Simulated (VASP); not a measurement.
# Si3WC2 (Cmmm) in VASP: a series of runs

Runs on Si3WC2. Level: PBE. Tasks: single point, relaxation of cell and atoms.

Program: VASP 6.6.1. These are calculated values, not measurements. Logs are shortened: lines on timing, memory, paths and dates and some standing lists are left out, and cuts for length are marked.

## 1. The cell of the first run

The structure is orthorhombic, space group Cmmm (No. 65). Conventional cell: a = 5.600 Å, b = 8.633 Å, c = 2.798 Å, α = 90.00°, β = 90.00°, γ = 90.00°. Within 3.0 Å of Si (site symmetry mmm) lie 2 C at 2.09 Å and 10 Si at 2.80 to 2.93 Å and 2 W at 2.80 Å. Si (site symmetry 2/m) has 4 C at 1.98 Å within 2.6 Å. W (site symmetry mmm) has 2 C at 2.22 Å and 2 W at 2.80 Å and 10 Si at 2.80 to 2.93 Å within 3.0 Å. C (site symmetry m2m) has 5 Si at 1.98 to 2.09 Å and 1 W at 2.22 Å within 2.6 Å.

The cell was generated, and may not be a known phase.

## 2. Single point, PBE

Input file INCAR:

```
PREC = Accurate ; ENCUT = 520
EDIFF = 1E-6 ; ISMEAR = 0
SIGMA = 0.1 ; LREAL = F
LASPH = T ; NELM = 60
ALGO = Normal ; ISIF = 2
LWAVE = F ; LCHARG = T
GGA = PE ; LELF = T
LVHAR = T ; NBANDS = 26
```

Input file KPOINTS:

```
Automatic mesh
0
Gamma
  4 4 6
```

Input file POSCAR:

```
Si3WC2
1.0
    2.8001652637     -4.3164844712      0.0000000000
    2.8001652637      4.3164844712      0.0000000000
    0.0000000000      0.0000000000      2.7980426097
Si W C
3 1 2
Direct
    0.0000000000      0.0000000000      0.0000000000
    0.5000000000      0.0000000000      0.5000000000
    0.0000000000      0.5000000000      0.5000000000
    0.5000000000      0.5000000000      0.0000000000
    0.2424722631      0.7575277369      0.0000000000
    0.7575277369      0.2424722631      0.0000000000
```

Potentials or basis: VASP PAW PBE potentials, release 64 (Si, W_sv, C).

Launch:

```bash
$ cat potpaw_PBE.64/Si/POTCAR potpaw_PBE.64/W_sv/POTCAR potpaw_PBE.64/C/POTCAR > POTCAR
$ mpirun -np 1 vasp_std > vasp.out
```

OUTCAR:

```text
PREC = Accurate
   ENCUT = 520
   EDIFF = 1E-6
   ISMEAR = 0
   LREAL = F
   LASPH = T
   NELM = 60
   ISIF = 2
   GGA = PE

 ion  position               nearest neighbor table
   1  0.000  0.000  0.000-   5 2.09   6 2.09   4 2.80   4 2.80   2 2.93   2 2.93   3 2.93   3 2.93
                             3 2.93   2 2.93   2 2.93   3 2.93
   2  0.500  0.000  0.500-   5 1.98   6 1.98   5 1.98   6 1.98   3 2.80   3 2.80   4 2.93   1 2.93
                             4 2.93   4 2.93   4 2.93   1 2.93   1 2.93   1 2.93
   3  0.000  0.500  0.500-   5 1.98   6 1.98   5 1.98   6 1.98   2 2.80   2 2.80   4 2.93   1 2.93
                             4 2.93   1 2.93   1 2.93   4 2.93   4 2.93   1 2.93
   4  0.500  0.500  0.000-   5 2.22   6 2.22   1 2.80   1 2.80   3 2.93   2 2.93   3 2.93   2 2.93
                             2 2.93   3 2.93   3 2.93   2 2.93
   5  0.242  0.758  0.000-   2 1.98   3 1.98   2 1.98   3 1.98   1 2.09   4 2.22
   6  0.758  0.242  0.000-   2 1.98   3 1.98   2 1.98   3 1.98   1 2.09   4 2.22

  LATTYP: Found a base centered orthorhombic cell.
 ALAT       =     5.6003305274
 B/A-ratio  =     1.5415106127
 C/A-ratio  =     0.4996209770

  Lattice vectors:

 A1 = (   2.8001652637,  -4.3164844712,   0.0000000000)
 A2 = (   2.8001652637,   4.3164844712,   0.0000000000)
 A3 = (   0.0000000000,   0.0000000000,   2.7980426097)

Analysis of symmetry for initial positions (statically):
=====================================================================
 Subroutine PRICEL returns:
 Original cell was already a primitive cell.

 Routine SETGRP: Setting up the symmetry group for a
 base centered orthorhombic supercell.

 Subroutine GETGRP returns: Found  8 space group operations
 (whereof  8 operations were pure point group operations)
 out of a pool of  8 trial point group operations.

The static configuration has the point symmetry D_2h.

Analysis of symmetry for dynamics (positions and initial velocities):
=====================================================================
 Subroutine PRICEL returns:
 Original cell was already a primitive cell.

 Routine SETGRP: Setting up the symmetry group for a
 base centered orthorhombic supercell.

 Subroutine GETGRP returns: Found  8 space group operations
 (whereof  8 operations were pure point group operations)
 out of a pool of  8 trial point group operations.

The dynamic configuration has the point symmetry D_2h.

 Subroutine INISYM returns: Found  8 space group operations
 (whereof  8 operations are pure point group operations),
 and found     1 'primitive' translations

----------------------------------------------------------------------------------------

                                     Primitive cell

  volume of cell :      67.6392

  direct lattice vectors                    reciprocal lattice vectors
     2.800165264 -4.316484471  0.000000000     0.178560889 -0.115835005  0.000000000
     2.800165264  4.316484471  0.000000000     0.178560889  0.115835005  0.000000000
     0.000000000  0.000000000  2.798042610     0.000000000  0.000000000  0.357392699

  length of vectors
     5.145188402  5.145188402  2.798042610     0.212842053  0.212842053  0.357392699

  position of ions in fractional coordinates (direct lattice)
     0.000000000  0.000000000  0.000000000
     0.500000000  0.000000000  0.500000000
     0.000000000  0.500000000  0.500000000
     0.500000000  0.500000000  0.000000000
     0.242472263  0.757527737  0.000000000
     0.757527737  0.242472263  0.000000000

  ion indices of the primitive-cell ions
   primitive index   ion index
                 1           1
                 2           2
                 3           3
                 4           4
                 5           5
                 6           6

----------------------------------------------------------------------------------------

 KPOINTS: Automatic mesh

Automatic generation of k-mesh.
 Grid dimensions read from file:
 generate k-points for:    4    4    6

 Generating k-lattice:

  Cartesian coordinates                     Fractional coordinates (reciprocal lattice)
     0.044640222 -0.028958751  0.000000000     0.250000000  0.000000000  0.000000000
     0.044640222  0.028958751  0.000000000     0.000000000  0.250000000  0.000000000
     0.000000000  0.000000000  0.059565450     0.000000000  0.000000000  0.166666667

  Length of vectors
     0.053210513  0.053210513  0.059565450

  Shift w.r.t. Gamma in fractional coordinates (k-lattice)
     0.000000000  0.000000000  0.000000000

 Subroutine IBZKPT returns following result:
 ===========================================

 Found     28 irreducible k-points:

 Following reciprocal coordinates:
            Coordinates               Weight
  0.000000  0.000000  0.000000      1.000000
  0.250000  0.000000  0.000000      4.000000
  0.500000  0.000000  0.000000      2.000000
  0.250000  0.250000  0.000000      2.000000
  0.500000  0.250000  0.000000      4.000000
[... 76 lines left out ...]
 fundamental gap:      0.0476735630
 Fermi energy:        10.8885147312

 k-point     1 :       0.0000    0.0000    0.0000
  band No.  band energies     occupation
      1     -63.3773      2.00000
      2     -27.8051      2.00000
      3     -27.5649      2.00000
      4     -27.0896      2.00000
      5      -6.0717      2.00000
      6      -2.3935      2.00000
[... 18 lines left out ...]
     25      16.9337      0.00000
     26      17.3305      0.00000

 k-point     2 :       0.2500    0.0000    0.0000
  band No.  band energies     occupation
      1     -63.3773      2.00000
      2     -27.8057      2.00000
      3     -27.5653      2.00000
      4     -27.0895      2.00000
      5      -5.7329      2.00000
      6      -3.4465      2.00000
[... 18 lines left out ...]
     25      17.7355      0.00000
     26      17.9333      0.00000

 k-point     3 :       0.5000    0.0000    0.0000
  band No.  band energies     occupation
      1     -63.3773      2.00000
      2     -27.8062      2.00000
      3     -27.5657      2.00000
      4     -27.0895      2.00000
      5      -4.8209      2.00000
      6      -4.7596      2.00000
[... 18 lines left out ...]
     25      18.0950      0.00000
     26      18.4206      0.00000

 k-point     4 :       0.2500    0.2500    0.0000
  band No.  band energies     occupation
      1     -63.3773      2.00000
      2     -27.8062      2.00000
      3     -27.5657      2.00000
      4     -27.0895      2.00000
      5      -5.0674      2.00000
      6      -4.4503      2.00000
[... 18 lines left out ...]
     25      18.1394      0.00000
     26      18.2282      0.00000

 k-point     5 :       0.5000    0.2500    0.0000
  band No.  band energies     occupation
      1     -63.3773      2.00000
      2     -27.8068      2.00000
      3     -27.5657      2.00000
      4     -27.0895      2.00000
      5      -5.2703      2.00000
      6      -3.8812      2.00000
[... 18 lines left out ...]
     25      17.5280      0.00000
     26      17.6366      0.00000

 k-point     6 :      -0.2500    0.2500    0.0000
  band No.  band energies     occupation
      1     -63.3773      2.00000
      2     -27.8063      2.00000
      3     -27.5653      2.00000
      4     -27.0895      2.00000
      5      -5.7680      2.00000
      6      -2.8293      2.00000
[... 427 lines left out ...]
 k-point    21 :       0.5000    0.5000    0.3333
  band No.  band energies     occupation
      1     -63.3442      2.00000
      2     -27.7451      2.00000
      3     -27.6278      2.00000
      4     -27.5072      2.00000
      5      -3.7157      2.00000
      6      -1.6123      2.00000
[... 18 lines left out ...]
     25      17.7072      0.00000
     26      18.2513      0.00000

 k-point    22 :       0.0000    0.0000    0.5000
  band No.  band energies     occupation
      1     -63.3331      2.00000
      2     -27.7992      2.00000
      3     -27.7229      2.00000
      4     -27.4871      2.00000
      5      -3.0114      2.00000
      6      -0.3684      2.00000
[... 18 lines left out ...]
     25      17.5984      0.00000
     26      18.4842      0.00000

 k-point    23 :       0.2500    0.0000    0.5000
  band No.  band energies     occupation
      1     -63.3331      2.00000
      2     -27.7992      2.00000
      3     -27.7232      2.00000
      4     -27.4874      2.00000
      5      -2.7029      2.00000
      6      -0.6599      2.00000
[... 18 lines left out ...]
     25      16.5183      0.00000
     26      18.7047      0.00000

 k-point    24 :       0.5000    0.0000    0.5000
  band No.  band energies     occupation
      1     -63.3331      2.00000
      2     -27.7991      2.00000
      3     -27.7235      2.00000
      4     -27.4876      2.00000
      5      -1.9308      2.00000
      6      -1.7685      2.00000
[... 18 lines left out ...]
     25      16.6481      0.00000
     26      17.0350      0.00000

 [... further k-points ...]
[... 5 lines left out ...]
  --------------------------------------------------------------------------------------
  -------------------------------------------------------------------------------------
  Total       -0.0965291      0.0135093      0.1534009      0.0000000      0.0000000      0.0000000
  in kB       -2.2864971      0.3199971      3.6336258      0.0000000      0.0000000      0.0000000
  external PRESSURE =       0.5557086 kB  Pullay stress =       0.0000000 kB

 VOLUME and BASIS-vectors are now :
 -----------------------------------------------------------------------------
  energy-cutoff  :      520.00
  volume of cell :       67.64
      direct lattice vectors                 reciprocal lattice vectors
     2.800165264 -4.316484471  0.000000000     0.178560889 -0.115835005  0.000000000
     2.800165264  4.316484471  0.000000000     0.178560889  0.115835005  0.000000000
     0.000000000  0.000000000  2.798042610     0.000000000  0.000000000  0.357392699

 POSITION                                       TOTAL-FORCE (eV/Angst)
 -----------------------------------------------------------------------------------
      0.00000      0.00000      0.00000         0.000000      0.000000      0.000000
      1.40008     -2.15824      1.39902         0.000000      0.000000      0.000000
      1.40008      2.15824      1.39902        -0.000000      0.000000      0.000000
      2.80017      0.00000      0.00000         0.000000      0.000000      0.000000
      2.80017      2.22323      0.00000         0.000000      0.023099     -0.000000
      2.80017     -2.22323      0.00000         0.000000     -0.023099      0.000000
 -----------------------------------------------------------------------------------
    total drift:                               -0.000000      0.000000     -0.000000

  FREE ENERGIE OF THE ION-ELECTRON SYSTEM (eV)
  ---------------------------------------------------
  free  energy   TOTEN  =       -42.8737589699 eV

  energy  without entropy=      -42.8590312190  energy(sigma->0) =      -42.86639509
```

Wall time 21 s (1 thread of Intel Xeon 6975P-C (Granite Rapids), shared host); peak memory 0.2 GiB.

Results:

```
Free energy            : -42.8738 eV
Pressure               : 0.1 GPa
Largest force          : 0.023 eV/Å
Band gap on the k mesh : zero (bands 17 and 18 overlap by 2.49 eV)
```

Forces in eV/Å, atoms in the order of the input:
```
Si   0.000  0.000  0.000
Si   0.000  0.000  0.000
Si   0.000  0.000  0.000
W    0.000  0.000  0.000
C    0.000  0.023  0.000
C    0.000 -0.023  0.000
```

Stress tensor (GPa, compression positive):
```
-0.23  0.00  0.00
 0.00  0.03  0.00
 0.00  0.00  0.36
```

Levels at points of the mesh, in eV from the Fermi level:
```
           k point  band 15  band 16  band 17  band 18  band 19  band 20
(0.00, 0.00, 0.00)    -1.73    -0.37     0.20     1.86     2.23     3.28
(0.50, 0.00, 0.00)    -2.05    -0.47     0.74     1.64     2.48     2.99
(0.50, 0.50, 0.00)    -1.65    -1.31     0.19     1.22     1.65     2.53
(0.00, 0.00, 0.50)    -3.01    -1.86    -1.74    -0.20     1.09     1.63
(0.50, 0.00, 0.50)    -2.30    -2.10    -0.63    -0.54     0.76     0.86
(0.50, 0.50, 0.50)    -1.85    -1.66    -0.64    -0.18     1.38     1.92
```

Caveat: the k points lie up to 0.37 Å⁻¹ apart, too coarse for converged energies and pressures of a metal; spin-orbit coupling is left out, which moves the levels of the heavy elements.

## 3. Single point, PBE

This run uses another cell than the first one, of 12.57 Å³/atom.

Input file INCAR:

```
SYSTEM = Si3WC2
  PREC = Accurate
  ENCUT = 520
  EDIFF = 1E-6
  ISMEAR = 0
  SIGMA = 0.1
  LREAL = .FALSE.
  LASPH = .TRUE.
  NELM = 100
  ALGO = Normal
  ISIF = 2
  LWAVE = .FALSE.
  LCHARG = .FALSE.
  GGA = PE
  NBANDS = 26
```

Input file KPOINTS:

```
regular mesh
0
G
  4 4 6
  0 0 0
```

Input file POSCAR:

```
Si3WC2
1.0
    2.9175657900     -4.4490642700      0.0000000000
    2.9175657900      4.4490642700      0.0000000000
    0.0000000000      0.0000000000      2.9041357100
Si W C
3 1 2
Direct
    0.0000000000      0.0000000000      0.0000000000
    0.5000000000      0.0000000000      0.5000000000
    0.0000000000      0.5000000000      0.5000000000
    0.5000000000      0.5000000000      0.0000000000
    0.2156325000      0.7843675000      0.0000000000
    0.7843675000      0.2156325000      0.0000000000
```

Potentials or basis: VASP PAW PBE potentials, release 64 (Si, W_sv, C).

Launch:

```bash
$ cat potpaw_PBE.64/Si/POTCAR potpaw_PBE.64/W_sv/POTCAR potpaw_PBE.64/C/POTCAR > POTCAR
$ mpirun -np 1 vasp_std > vasp.out
```

It took 22 s on 1 thread of Intel Xeon 6975P-C (Granite Rapids), shared host; peak memory 0.21 GiB.

The run converged. Its results:

```yaml
Free_energy: -41.9331 eV
Pressure: -17.5 GPa
Largest_force: 1.728 eV/Å
Band_gap_on_the_k_mesh: zero (bands 17 and 18 overlap by 1.49 eV)
```

Forces on the atoms (eV/Å):
```
Si   0.000  0.000  0.000
Si   0.000  0.000  0.000
Si   0.000  0.000  0.000
W    0.000  0.000  0.000
C    0.000 -1.728  0.000
C    0.000  1.728  0.000
```

Stress tensor (GPa, compression positive):
```
-18.60   0.00   0.00
  0.00 -15.66   0.00
  0.00   0.00 -18.31
```

Levels at points of the mesh, in eV from the Fermi level:
```csv
k point,band 13,band 14,band 15,band 16,band 17,band 18,band 19,band 20,band 21,band 22
"(0.00, 0.00, 0.00)",-2.00,-1.61,-1.10,0.03,0.18,1.65,1.69,2.41,2.64,4.18
"(0.50, 0.00, 0.00)",-2.08,-1.70,-1.15,-0.41,-0.12,1.48,1.78,1.96,3.35,3.50
"(0.50, 0.50, 0.00)",-2.51,-2.18,-1.09,-1.07,-0.16,0.64,1.51,1.98,3.27,4.39
"(0.00, 0.00, 0.50)",-3.60,-3.26,-2.50,-2.31,-1.22,0.91,1.10,1.17,1.50,3.20
"(0.50, 0.00, 0.50)",-4.02,-2.30,-2.26,-1.77,-0.59,-0.08,0.61,0.81,2.05,2.80
"(0.50, 0.50, 0.50)",-3.64,-1.76,-1.51,-0.89,-0.88,-0.29,1.52,1.88,1.96,2.14
```

Caveat: the k points lie up to 0.36 Å⁻¹ apart, too coarse for converged energies and pressures of a metal; spin-orbit coupling is left out, which moves the levels of the heavy elements; forces of over 1 eV/Å act on the atoms, so gaps and moduli don't describe the material at rest.

## 4. Relaxation of cell and atoms, PBE

This run uses another cell than the first one, of 12.57 Å³/atom.

Input file INCAR:

```
SYSTEM = Si3WC2
ALGO = Normal ; EDIFF = 1E-6
EDIFFG = -0.04 ; ENCUT = 600
GGA = PE ; IBRION = 2
ISIF = 3 ; ISMEAR = 0
LASPH = .True. ; LCHARG = .False.
LREAL = .False. ; LWAVE = .False.
NELM = 100 ; NSW = 90
PREC = Accurate ; SIGMA = 0.1
```

Input file KPOINTS:

```
k-points
0
Gamma
  4 4 6
  0 0 0
```

POSCAR is that of step 3.

Launch:

```bash
$ cat potpaw_PBE.64/Si/POTCAR potpaw_PBE.64/W_sv/POTCAR potpaw_PBE.64/C/POTCAR > POTCAR
$ mpirun -np 1 vasp_std > vasp.out
```

It took 2.6 min on 1 thread of Intel Xeon 6975P-C (Granite Rapids), shared host; peak memory 0.25 GiB.

It converged, with:

| Quantity | Value |
| --- | --- |
| Free energy | -42.8815 eV |
| Relaxed volume | 11.24 Å³/atom |
| Relaxed cell | a = 5.134 Å, b = 5.134 Å, c = 2.798 Å, α = 90.00°, β = 90.00°, γ = 113.88° |
| Space group after relaxing (to 0.1 Å) | Cmmm (No. 65) |
| Energy gained by relaxing | 157.7 meV/atom |
| Ionic steps | 10 |
| Pressure after relaxing | 0.2 GPa |
| Largest force after relaxing | 0.029 eV/Å |
| Band gap on the k mesh | zero (bands 17 and 18 overlap by 2.45 eV) |

Forces in eV/Å, atoms in the order of the input:
```
Si   0.000  0.000  0.000
Si   0.000  0.000  0.000
Si   0.000  0.000  0.000
W    0.000  0.000  0.000
C    0.000 -0.029  0.000
C    0.000  0.029  0.000
```

Stress tensor (GPa, compression positive):
```
-0.01  0.00  0.00
 0.00  0.41  0.00
 0.00  0.00  0.30
```

Step by step:
| step | energy change (eV) | largest force (eV/Å) | pressure (GPa) | volume (Å³) |
| --- | --- | --- | --- | --- |
| 1 | 0.0000 | 1.7286 | -17.57 | 75.39 |
| 2 | -0.4008 | 1.4015 | 22.05 | 61.33 |
| 3 | -0.6700 | 1.7379 | 3.03 | 66.23 |
| 4 | -0.8799 | 0.6562 | 2.87 | 66.23 |
| 5 | -0.9204 | 0.1381 | 3.78 | 66.22 |
| 6 | -0.9240 | 0.1295 | -4.07 | 68.88 |
| 7 | -0.9438 | 0.1420 | -0.48 | 67.59 |
| 8 | -0.9455 | 0.0683 | 0.09 | 67.45 |
| 9 | -0.9455 | 0.0681 | 0.10 | 67.45 |
| 10 | -0.9465 | 0.0287 | 0.23 | 67.45 |

Final structure:
```
Si W C
1.0
     2.80083   -4.30319    0.00000
     2.80083    4.30319    0.00000
     0.00000    0.00000    2.79827
Si W C
3 1 2
Direct
  0.00000 0.00000 0.00000
  0.50000 0.00000 0.50000
  0.00000 0.50000 0.50000
  0.50000 0.50000 0.00000
  0.24126 0.75874 0.00000
  0.75874 0.24126 0.00000
```

Levels at points of the mesh, in eV from the Fermi level:
```csv
k point,band 13,band 14,band 15,band 16,band 17,band 18,band 19,band 20,band 21
"(0.00, 0.00, 0.00)",-2.78,-2.61,-1.74,-0.37,0.21,1.85,2.21,3.26,4.43
"(0.50, 0.00, 0.00)",-2.63,-2.13,-1.99,-0.46,0.69,1.62,2.47,3.00,3.34
"(0.50, 0.50, 0.00)",-3.16,-2.89,-1.63,-1.34,0.18,1.22,1.63,2.52,4.54
"(0.00, 0.00, 0.50)",-3.93,-3.89,-2.99,-1.94,-1.70,-0.16,1.10,1.63,1.74
"(0.50, 0.00, 0.50)",-4.72,-2.40,-2.30,-2.14,-0.61,-0.53,0.76,0.87,1.15
"(0.50, 0.50, 0.50)",-3.06,-2.10,-1.86,-1.62,-0.71,-0.16,1.39,1.92,2.31
```

Caveat: the k points lie up to 0.37 Å⁻¹ apart in the final cell, too coarse for converged energies and pressures of a metal; spin-orbit coupling is left out, which moves the levels of the heavy elements.

## 5. Summary

| task | cell | cutoff (eV) | gap on the mesh (eV) | pressure (GPa) | largest force (eV/Å) |
| --- | --- | --- | --- | --- | --- |
| single point | a = 5.145, b = 5.145, c = 2.798 Å, angles 90.0, 90.0, 114.1°, 6 atoms, atomic positions A | 520 | none | 0.1 | 0.02 |
| single point | a = 5.320, b = 5.320, c = 2.904 Å, angles 90.0, 90.0, 113.5°, 6 atoms, atomic positions B | 520 | none | -17.5 | 1.73 |
| relaxation of cell and atoms | relaxed from a = 5.320, b = 5.320, c = 2.904 Å, angles 90.0, 90.0, 113.5°, 6 atoms, atomic positions B | 600 | none | 0.2 | 0.03 |

Alike in all rows: level PBE; potentials or basis VASP PAW PBE potentials, release 64 (Si, W_sv, C); no spin polarisation; k mesh 4 × 4 × 6; smearing gaussian 0.1 eV.

Caveats: all runs use coarse meshes; spin-orbit coupling is left out, which moves the levels of the heavy elements; forces of over 1 eV/Å act on the atoms, so gaps and moduli don't describe the material at rest (at least some runs).

Absolute energies hang on the potentials; compare differences alone.

The gap in the log of VASP goes by the Fermi energy; the results here count the filled bands.